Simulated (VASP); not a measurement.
# TaSb (F-43m) in VASP: notebook

Runs on TaSb. Level: r2SCAN. Tasks: single point.

Everything below comes from runs of VASP 6.6.1. Logs are shortened: lines on timing, memory, paths and dates and some standing lists are left out, and cuts for length are marked.

## 1. The cell of the first run

The structure is cubic, space group F-43m (No. 216). Conventional cell: a = 6.286 Å, b = 6.286 Å, c = 6.286 Å, α = 90.00°, β = 90.00°, γ = 90.00°. Within 3.6 Å of Ta (site symmetry -43m) lie 4 Sb at 2.72 Å. Sb (site symmetry -43m) has 4 Ta at 2.72 Å within 3.6 Å.

## 2. Single point, r2SCAN

Contents of POSCAR:

```
TaSb
1.0
    0.0000000000      3.1430007119      3.1430007119
    3.1430007119      0.0000000000      3.1430007119
    3.1430007119      3.1430007119      0.0000000000
Ta Sb
1 1
Direct
    0.0000000000      0.0000000000      0.0000000000
    0.2500000000      0.2500000000      0.2500000000
```

Contents of INCAR.step1:

```
SYSTEM = TaSb
PREC = Accurate
ENCUT = 520
ISMEAR = 0
SIGMA = 0.05
LREAL = .False.
LASPH = .True.
NELM = 80
NBANDS = 15
GGA = PE
ALGO = Normal
EDIFF = 1E-4
LWAVE = .True.
LCHARG = .False.
```

Contents of INCAR.step2:

```
SYSTEM = TaSb
PREC = Accurate
ENCUT = 520
EDIFF = 1E-6
ISMEAR = 0
SIGMA = 0.05
LREAL = .False.
LASPH = .True.
NELM = 80
ALGO = Normal
ISIF = 2
LWAVE = .False.
LCHARG = .False.
METAGGA = R2SCAN
LMIXTAU = .True.
NBANDS = 15
ISTART = 1
```

Contents of KPOINTS:

```
Automatic mesh
0
Gamma
  10 10 10
  0 0 0
```

Potentials or basis: VASP PAW PBE potentials, release 64 (Ta_pv, Sb).

Run with:

```console
$ cat potpaw_PBE.64/Ta_pv/POTCAR potpaw_PBE.64/Sb/POTCAR > POTCAR
$ cp INCAR.step1 INCAR
$ mpirun -np 1 vasp_std > vasp.out
$ cp INCAR.step2 INCAR
$ mpirun -np 1 vasp_std > vasp.out
```

OUTCAR:

```text
SYSTEM = TaSb
   PREC = Accurate
   ENCUT = 520
   EDIFF = 1E-6
   ISMEAR = 0
   LREAL = .False.
   LASPH = .True.
   NELM = 80
   ISIF = 2
   METAGGA = R2SCAN
   ISTART = 1

 ion  position               nearest neighbor table
   1  0.000  0.000  0.000-   2 2.72   2 2.72   2 2.72   2 2.72
   2  0.250  0.250  0.250-   1 2.72   1 2.72   1 2.72   1 2.72

  LATTYP: Found a face centered cubic cell.
 ALAT       =     6.2860014238

  Lattice vectors:

 A1 = (   0.0000000000,   3.1430007119,   3.1430007119)
 A2 = (   3.1430007119,   0.0000000000,   3.1430007119)
 A3 = (   3.1430007119,   3.1430007119,   0.0000000000)

Analysis of symmetry for initial positions (statically):
=====================================================================
 Subroutine PRICEL returns:
 Original cell was already a primitive cell.

 Routine SETGRP: Setting up the symmetry group for a
 face centered cubic supercell.

 Subroutine GETGRP returns: Found 24 space group operations
 (whereof 24 operations were pure point group operations)
 out of a pool of 48 trial point group operations.

The static configuration has the point symmetry T_d .

Analysis of symmetry for dynamics (positions and initial velocities):
=====================================================================
 Subroutine PRICEL returns:
 Original cell was already a primitive cell.

 Routine SETGRP: Setting up the symmetry group for a
 face centered cubic supercell.

 Subroutine GETGRP returns: Found 24 space group operations
 (whereof 24 operations were pure point group operations)
 out of a pool of 48 trial point group operations.

The dynamic configuration has the point symmetry T_d .

 Subroutine INISYM returns: Found 24 space group operations
 (whereof 24 operations are pure point group operations),
 and found     1 'primitive' translations

----------------------------------------------------------------------------------------

                                     Primitive cell

  volume of cell :      62.0960

  direct lattice vectors                    reciprocal lattice vectors
     0.000000000  3.143000712  3.143000712    -0.159083642  0.159083642  0.159083642
     3.143000712  0.000000000  3.143000712     0.159083642 -0.159083642  0.159083642
     3.143000712  3.143000712  0.000000000     0.159083642  0.159083642 -0.159083642

  length of vectors
     4.444874233  4.444874233  4.444874233     0.275540951  0.275540951  0.275540951

  position of ions in fractional coordinates (direct lattice)
     0.000000000  0.000000000  0.000000000
     0.250000000  0.250000000  0.250000000

  ion indices of the primitive-cell ions
   primitive index   ion index
                 1           1
                 2           2

----------------------------------------------------------------------------------------

 KPOINTS: Automatic mesh

Automatic generation of k-mesh.
 Grid dimensions read from file:
 generate k-points for:   10   10   10

 Generating k-lattice:

  Cartesian coordinates                     Fractional coordinates (reciprocal lattice)
    -0.015908364  0.015908364  0.015908364     0.100000000  0.000000000  0.000000000
     0.015908364 -0.015908364  0.015908364     0.000000000  0.100000000  0.000000000
     0.015908364  0.015908364 -0.015908364     0.000000000  0.000000000  0.100000000

  Length of vectors
     0.027554095  0.027554095  0.027554095

  Shift w.r.t. Gamma in fractional coordinates (k-lattice)
     0.000000000  0.000000000  0.000000000

 Subroutine IBZKPT returns following result:
 ===========================================

 Found     47 irreducible k-points:

 Following reciprocal coordinates:
            Coordinates               Weight
  0.000000  0.000000  0.000000      1.000000
  0.100000  0.000000  0.000000      8.000000
  0.200000  0.000000  0.000000      8.000000
  0.300000  0.000000  0.000000      8.000000
  0.400000  0.000000  0.000000      8.000000
  0.500000  0.000000  0.000000      4.000000
[... 16 lines left out ...]
  0.300000  0.300000  0.000000      6.000000
  0.400000  0.300000  0.000000     24.000000
 [... further k-points ...]
   k-points           NKPTS =     47   k-points in BZ     NKDIM =     47   number of bands    NBANDS=     15
   number of dos      NEDOS =    301   number of ions     NIONS =      2
   total plane-waves  NPLWV =  46656
   dimension x,y,z NGX =    36 NGY =   36 NGZ =   36
   dimension x,y,z NGXF=    72 NGYF=   72 NGZF=   72
   ions per type =               1   1
   NGX,Y,Z   is equivalent  to a cutoff of  13.46, 13.46, 13.46 a.u.
   NGXF,Y,Z  is equivalent  to a cutoff of  26.93, 26.93, 26.93 a.u.
 SYSTEM =  TaSb
   PREC   = accura    normal or accurate (medium, high low for compatibility)
   ISTART =      1    job   : 0-new  1-cont  2-samecut
   ICHARG =      0    charge: 1-file 2-atom 10-const
   ISPIN  =      1    spin polarized calculation?
   LNONCOLLINEAR =      F non collinear calculations
   LSORBIT =      F    spin-orbit coupling
   LASPH  =      T    aspherical Exc in radial PAW
   ENCUT  =  520.0 eV  38.22 Ry    6.18 a.u.   8.26  8.26  8.26*2*pi/ulx,y,z
   NELM   =     80;   NELMIN=  2; NELMDL=  0     # of ELM steps
   EDIFF  = 0.1E-05   stopping-criterion for ELM
   LREAL  =      F    real-space projection
   EDIFFG = 0.1E-04   stopping-criterion for IOM
   NSW    =      0    number of steps for IOM
   IBRION =     -1    ionic relax: 0-MD 1-quasi-New 2-CG
   NFREE  =      0    steps in history (QN), initial steepest desc. (CG)
   ISIF   =      2    stress and relaxation
   ISYM   =      2    0-nonsym 1-usesym 2-fastsym
   POTIM  = 0.5000    time-step for ionic-motion
   TEBEG  =    0.0;   TEEND  =   0.0 temperature during run
   PSTRESS=    0.0 pullay stress
   NELECT =      16.0000    total number of electrons
   NUPDOWN=      -1.0000    fix difference up-down
   EMIN   =  10.00;   EMAX   =-10.00  energy-range for DOS
   EFERMI =   0.00;   METHOD = LEGACY
   ISMEAR =     0;   SIGMA  =   0.05  broadening in eV -4-tet -1-fermi 0-gaus
   EFERMI_NEDOS =   21; number of points for ismear=-14 and -15
   IALGO  =     38    algorithm
   IMIX   =      4    mixing-type and parameters
     AMIX     =   0.40;   BMIX     =  1.00
     AMIX_MAG =   1.60;   BMIX_MAG =  1.00
  volume/ion in A,a.u.               =      31.05       209.52
  Fermi-wavevector in a.u.,A,eV,Ry     =   1.041742  1.968608 14.765413  1.085227
  Thomas-Fermi vector in A             =   2.176377
   LORBIT       =      0    0 simple, 1 ext, 2 COOP (PROOUT), +10 PAW based schemes
   METAGGA = R2SCAN    functional components
   LHFCALC =     F    Hartree Fock is set to
   AEXX    =    0.0000 exact exchange contribution
   IVDW    =     0    specifies the selected vdW correction
   LEPSILON=     F    determine dielectric tensor
   LRPA    =     F    only Hartree local field effects (RPA)
 non-spin polarized calculation
 Gauss-broadening in eV      SIGMA  =   0.05
  energy-cutoff  :      520.00
  volume of cell :       62.10
 maximum number of plane-waves:      1695
 NGX is ok and might be reduce to    36
   NGX = 17   NGY = 17   NGZ = 17

 number of electron      16.0000001 magnetization

 Free energy of the ion-electron system (eV)
  ---------------------------------------------------
  ext. energy  EPLUGINS =         0.00000000
  ---------------------------------------------------
  free energy    TOTEN  =       -71.97598083 eV

  energy without entropy =      -71.97096455  energy(sigma->0) =      -71.97347269

 E-fermi :   4.4771     XC(G=0):  -9.9596

 val. band max:        4.4717382125   @ k =   0.5000   0.1000   0.0000
 cond. band min:       4.4844833157   @ k =  -0.3000   0.5000   0.2000
 fundamental gap:      0.0127451032
 Fermi energy:         4.4770537444

 k-point     1 :       0.0000    0.0000    0.0000
  band No.  band energies     occupation
      1     -32.1679      2.00000
      2     -32.1679      2.00000
      3     -32.1679      2.00000
      4      -6.7304      2.00000
      5       1.2689      2.00000
      6       1.2689      2.00000
      7       1.2689      2.00000
      8       4.5968      0.00071
      9       4.5968      0.00071
     10       7.1623      0.00000
     11       9.9806      0.00000
     12       9.9806      0.00000
     13       9.9806      0.00000
     14      10.8025      0.00000
     15      10.8025      0.00000

 k-point     2 :       0.1000    0.0000    0.0000
  band No.  band energies     occupation
      1     -32.1700      2.00000
      2     -32.1683      2.00000
      3     -32.1683      2.00000
      4      -6.6423      2.00000
      5       1.0911      2.00000
      6       1.3094      2.00000
      7       1.3094      2.00000
      8       4.5586      0.02102
      9       4.5586      0.02101
     10       7.4370      0.00000
     11       8.9854      0.00000
     12       9.7274      0.00000
     13       9.7274      0.00000
     14      10.9186      0.00000
     15      11.0319      0.00000

 k-point     3 :       0.2000    0.0000    0.0000
  band No.  band energies     occupation
      1     -32.1754      2.00000
      2     -32.1691      2.00000
      3     -32.1691      2.00000
      4      -6.3980      2.00000
      5       0.6791      2.00000
      6       1.4098      2.00000
      7       1.4098      2.00000
      8       4.5049      0.43072
      9       4.5049      0.43061
     10       7.2293      0.00000
     11       8.2454      0.00000
     12       9.1073      0.00000
     13       9.1073      0.00000
     14      10.9913      0.00000
     15      11.5636      0.00000
[... 343 lines left out ...]
 k-point    23 :       0.3000    0.3000    0.0000
  band No.  band energies     occupation
      1     -32.1824      2.00000
      2     -32.1732      2.00000
      3     -32.1732      2.00000
      4      -5.8248      2.00000
      5      -0.0225      2.00000
      6       1.7682      2.00000
      7       1.7682      2.00000
      8       3.6656      2.00000
      9       4.9480      0.00000
     10       6.2676      0.00000
     11       6.7911      0.00000
     12       6.7911      0.00000
     13       9.6623      0.00000
     14      10.7287      0.00000
     15      13.7155      0.00000

 k-point    24 :       0.4000    0.3000    0.0000
  band No.  band energies     occupation
      1     -32.1857      2.00000
      2     -32.1747      2.00000
      3     -32.1742      2.00000
      4      -5.5743      2.00000
      5      -0.2022      2.00000
      6       1.7795      2.00000
      7       1.9046      2.00000
      8       3.6603      2.00000
      9       5.0129      0.00000
     10       5.2026      0.00000
     11       6.3604      0.00000
     12       6.6184      0.00000
     13      10.1933      0.00000
     14      10.9219      0.00000
     15      13.5778      0.00000

 [... further k-points ...]
[... 5 lines left out ...]
  --------------------------------------------------------------------------------------
  -------------------------------------------------------------------------------------
  Total       -0.4757598     -0.4757598     -0.4757598      0.0000000      0.0000000     -0.0000000
  in kB      -12.2753788    -12.2753788    -12.2753788      0.0000000      0.0000000     -0.0000000
  external PRESSURE =     -12.2753788 kB  Pullay stress =       0.0000000 kB

 VOLUME and BASIS-vectors are now :
 -----------------------------------------------------------------------------
  energy-cutoff  :      520.00
  volume of cell :       62.10
      direct lattice vectors                 reciprocal lattice vectors
     0.000000000  3.143000712  3.143000712    -0.159083642  0.159083642  0.159083642
     3.143000712  0.000000000  3.143000712     0.159083642 -0.159083642  0.159083642
     3.143000712  3.143000712  0.000000000     0.159083642  0.159083642 -0.159083642

 POSITION                                       TOTAL-FORCE (eV/Angst)
 -----------------------------------------------------------------------------------
      0.00000      0.00000      0.00000        -0.000000     -0.000000     -0.000000
      1.57150      1.57150      1.57150         0.000000      0.000000      0.000000
 -----------------------------------------------------------------------------------
    total drift:                               -0.000000     -0.000000     -0.000000

  FREE ENERGIE OF THE ION-ELECTRON SYSTEM (eV)
  ---------------------------------------------------
  free  energy   TOTEN  =       -71.9759808274 eV

  energy  without entropy=      -71.9709645465  energy(sigma->0) =      -71.97347269
```

It took 2.6 min on 1 thread of Intel Xeon Platinum 8375C at 2.90GHz (Ice Lake), shared host; peak memory 0.24 GiB.

Results:

- Free energy: -71.9760 eV
- Pressure: -1.2 GPa
- Band gap on the k mesh: zero (band 8 reaches 4.72 eV, above the bottom of band 9 at 4.41 eV)

Caveat: the PAW data sets were made with another functional, which shifts forces and pressure a little; spin-orbit coupling is left out, which moves the levels of the heavy elements.

(Continued in part 2 of 2.)
